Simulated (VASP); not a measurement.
# EuS (Fm-3m) in VASP: single point with PBE

Aim: the single point of EuS with PBE.

Program: VASP 6.6.1. These are calculated values, not measurements. Logs are shortened: lines on timing, memory, paths and dates and some standing lists are left out, and cuts for length are marked.

## 1. The cell of the first run

Symmetry: Fm-3m, No. 225, cubic system. Conventional cell: a = 5.957 Å, b = 5.957 Å, c = 5.957 Å, α = 90.00°, β = 90.00°, γ = 90.00°. Within 3.9 Å of Eu (site symmetry m-3m) lie 6 S at 2.98 Å. Within 3.9 Å of S (site symmetry m-3m) lie 6 Eu at 2.98 Å.

## 2. Single point, PBE, collinear spin, ferromagnetic start

The input, INCAR:

```
SYSTEM = EuS
PREC = Accurate ; ENCUT = 520
EDIFF = 1E-7 ; ISMEAR = -1
SIGMA = 0.03 ; LREAL = .FALSE.
LASPH = .TRUE. ; NELM = 150
ALGO = Fast ; ISIF = 2
LWAVE = .FALSE. ; LCHARG = .FALSE.
ISPIN = 2 ; MAGMOM = 7 0
LORBIT = 11 ; LMAXMIX = 6
GGA = PE ; NBANDS = 22
```

The input, KPOINTS:

```
Automatic mesh
0
G
  12 12 12
  0 0 0
```

The input, POSCAR:

```
EuS
1.0
    0.0000000000      2.9785000000      2.9785000000
    2.9785000000      0.0000000000      2.9785000000
    2.9785000000      2.9785000000      0.0000000000
Eu S
1 1
Direct
    0.0000000000      0.0000000000      0.0000000000
    0.5000000000      0.5000000000      0.5000000000
```

Potentials or basis: VASP PAW PBE potentials, release 64 (Eu, S).

Run with:

```
cat potpaw_PBE.64/Eu/POTCAR potpaw_PBE.64/S/POTCAR > POTCAR
mpirun -np 1 vasp_std > vasp.out
```

OUTCAR:

```text
SYSTEM = EuS
   PREC = Accurate
   ENCUT = 520
   EDIFF = 1E-7
   ISMEAR = -1
   LREAL = .FALSE.
   LASPH = .TRUE.
   NELM = 150
   ISIF = 2
   ISPIN = 2
   LORBIT = 11
   GGA = PE

 ion  position               nearest neighbor table
   1  0.000  0.000  0.000-   2 2.98   2 2.98   2 2.98   2 2.98   2 2.98   2 2.98
   2  0.500  0.500  0.500-   1 2.98   1 2.98   1 2.98   1 2.98   1 2.98   1 2.98

  LATTYP: Found a face centered cubic cell.
 ALAT       =     5.9570000000

  Lattice vectors:

 A1 = (   0.0000000000,   2.9785000000,   2.9785000000)
 A2 = (   2.9785000000,   0.0000000000,   2.9785000000)
 A3 = (   2.9785000000,   2.9785000000,   0.0000000000)

Analysis of symmetry for initial positions (statically):
=====================================================================
 Subroutine PRICEL returns:
 Original cell was already a primitive cell.

 Routine SETGRP: Setting up the symmetry group for a
 face centered cubic supercell.

 Subroutine GETGRP returns: Found 48 space group operations
 (whereof 48 operations were pure point group operations)
 out of a pool of 48 trial point group operations.

The static configuration has the point symmetry O_h .

Analysis of symmetry for dynamics (positions and initial velocities):
=====================================================================
 Subroutine PRICEL returns:
 Original cell was already a primitive cell.

 Routine SETGRP: Setting up the symmetry group for a
 face centered cubic supercell.

 Subroutine GETGRP returns: Found 48 space group operations
 (whereof 48 operations were pure point group operations)
 out of a pool of 48 trial point group operations.

The dynamic configuration has the point symmetry O_h .

Analysis of structural, dynamic, and magnetic symmetry:
=====================================================================
 Subroutine PRICEL returns:
 Original cell was already a primitive cell.

 Routine SETGRP: Setting up the symmetry group for a
 face centered cubic supercell.

 Subroutine GETGRP returns: Found 48 space group operations
 (whereof 48 operations were pure point group operations)
 out of a pool of 48 trial point group operations.

The overall configuration has the point symmetry O_h .

 Subroutine INISYM returns: Found 48 space group operations
 (whereof 48 operations are pure point group operations),
 and found     1 'primitive' translations
[... 109 lines left out ...]
   EFERMI =   0.00;   METHOD = LEGACY
   ISMEAR =    -1;   SIGMA  =   0.03  broadening in eV -4-tet -1-fermi 0-gaus
   EFERMI_NEDOS =   21; number of points for ismear=-14 and -15
   IALGO  =     68    algorithm
   IMIX   =      4    mixing-type and parameters
     AMIX     =   0.40;   BMIX     =  1.00
     AMIX_MAG =   1.60;   BMIX_MAG =  1.00
  volume/ion in A,a.u.               =      26.42       178.32
  Fermi-wavevector in a.u.,A,eV,Ry     =   1.240633  2.344456 20.941667  1.539169
  Thomas-Fermi vector in A             =   2.375065
   LORBIT       =     11    0 simple, 1 ext, 2 COOP (PROOUT), +10 PAW based schemes
   GGA     = PE    functional components
   LHFCALC =     F    Hartree Fock is set to
   AEXX    =    0.0000 exact exchange contribution
   IVDW    =     0    specifies the selected vdW correction
   LEPSILON=     F    determine dielectric tensor
   LRPA    =     F    only Hartree local field effects (RPA)
 spin polarized calculation
 RMM-DIIS sequential band-by-band and
  energy-cutoff  :      520.00
  volume of cell :       52.85
 maximum number of plane-waves:      1435
   NGX = 15   NGY = 15   NGZ = 15

 number of electron      23.0000004 magnetization       6.9867901

 Free energy of the ion-electron system (eV)
  ---------------------------------------------------
  ext. energy  EPLUGINS =         0.00000000
  ---------------------------------------------------
  free energy    TOTEN  =       -19.89813299 eV

  energy without entropy =      -19.89502160  energy(sigma->0) =      -19.89657730

 E-fermi :   4.2876     XC(G=0):  -9.6354

 val. band max:        4.2833354664   @ k =   0.5000   0.4167   0.0000
 cond. band min:       4.2923342011   @ k =   0.0833   0.0000   0.0000
 fundamental gap:      0.0089987347
 Fermi energy:         4.2875594110

 spin component 1

 k-point     1 :       0.0000    0.0000    0.0000
  band No.  band energies     occupation
      1     -37.2108      1.00000
      2     -15.9248      1.00000
      3     -15.9248      1.00000
      4     -15.9248      1.00000
      5      -9.1819      1.00000
      6       1.5225      1.00000
[... 589 lines left out ...]
     21      10.4483      0.00000
     22      11.4989      0.00000

 [... further k-points ...]

 spin component 2

 k-point     1 :       0.0000    0.0000    0.0000
  band No.  band energies     occupation
      1     -34.1256      1.00000
      2     -13.6654      1.00000
      3     -13.6654      1.00000
      4     -13.6654      1.00000
      5      -9.1773      1.00000
      6       1.6704      1.00000
[... 589 lines left out ...]
     21      11.5975      0.00000
     22      12.2282      0.00000

 [... further k-points ...]
[... 5 lines left out ...]
  --------------------------------------------------------------------------------------
  -------------------------------------------------------------------------------------
  Total       -0.9240423     -0.9240423     -0.9240423     -0.0000000     -0.0000000      0.0000000
  in kB      -28.0142892    -28.0142892    -28.0142892     -0.0000000     -0.0000000      0.0000000
  external PRESSURE =     -28.0142892 kB  Pullay stress =       0.0000000 kB

 VOLUME and BASIS-vectors are now :
 -----------------------------------------------------------------------------
  energy-cutoff  :      520.00
  volume of cell :       52.85
      direct lattice vectors                 reciprocal lattice vectors
     0.000000000  2.978500000  2.978500000    -0.167869733  0.167869733  0.167869733
     2.978500000  0.000000000  2.978500000     0.167869733 -0.167869733  0.167869733
     2.978500000  2.978500000  0.000000000     0.167869733  0.167869733 -0.167869733

 POSITION                                       TOTAL-FORCE (eV/Angst)
 -----------------------------------------------------------------------------------
      0.00000      0.00000      0.00000         0.000000      0.000000     -0.000000
      2.97850      2.97850      2.97850         0.000000     -0.000000      0.000000
 -----------------------------------------------------------------------------------
    total drift:                                0.000000     -0.000000     -0.000000

  FREE ENERGIE OF THE ION-ELECTRON SYSTEM (eV)
  ---------------------------------------------------
  free  energy   TOTEN  =       -19.8981329928 eV

  energy  without entropy=      -19.8950216032  energy(sigma->0) =      -19.89657730

 total charge

# of ion       s       p       d       f       tot
--------------------------------------------------
    1        2.027   5.757   0.305   6.657  14.746
    2        1.316   2.430   0.000   0.000   3.746
--------------------------------------------------
tot          3.343   8.188   0.305   6.657  18.492

 magnetization (x)

# of ion       s       p       d       f       tot
--------------------------------------------------
    1       -0.015  -0.114   0.093   6.626   6.591
    2       -0.007  -0.066   0.000   0.000  -0.073
--------------------------------------------------
tot         -0.022  -0.180   0.093   6.626   6.518
```

stdout:

```text
POSCAR found type information on POSCAR EuS
 POSCAR found :  2 types and       2 ions
 scaLAPACK will be used
 LDA part: xc-table for (Slater+PW92), standard interpolation
 POSCAR, INCAR and KPOINTS ok, starting setup
 FFT: planning ... GRIDC
 FFT: planning ... GRID_SOFT
 FFT: planning ... GRID
 WAVECAR not read
[... 103 lines left out ...]
WARNING in EDDRMM: call to ZHEGV failed, returncode =   8  4      3
WARNING in EDDRMM: call to ZHEGV failed, returncode =   8  4      2
WARNING in EDDRMM: call to ZHEGV failed, returncode =   8  4      5
WARNING in EDDRMM: call to ZHEGV failed, returncode =   8  4      3
WARNING in EDDRMM: call to ZHEGV failed, returncode =   8  4      3
WARNING in EDDRMM: call to ZHEGV failed, returncode =   8  4      2
WARNING in EDDRMM: call to ZHEGV failed, returncode =   8  4      4
 num prob  num prob WARNING in EDDRMM: call to ZHEGV failed, returncode =   8  4      3
WARNING in EDDRMM: call to ZHEGV failed, returncode =   8  4      2
WARNING in EDDRMM: ca
```

Run time: 3.3 min. Hardware: 1 thread of Intel Xeon 6975P-C (Granite Rapids), shared host; peak memory 0.32 GiB.

What came out:

```
Free energy                                           : -19.8981 eV
Pressure                                              : -2.8 GPa
Band gap on the k mesh                                : zero (filled and empty bands overlap)
Net moment                                            : 6.99 μB per cell
Site moments                                          : Eu +6.59; S -0.07 μB
Valence electrons inside the program's atomic spheres : Eu 14.75; S 3.75
```

Caveat: spin-orbit coupling is left out, which moves the levels of the heavy elements; a cell with one magnetic atom can't hold antiferromagnetic order, which such compounds often take; semilocal functionals describe open f shells poorly, which spoils levels, moments and volumes. With open d or f shells a metallic result of PBE can be an artefact of self-interaction; +U or a hybrid may open a gap.
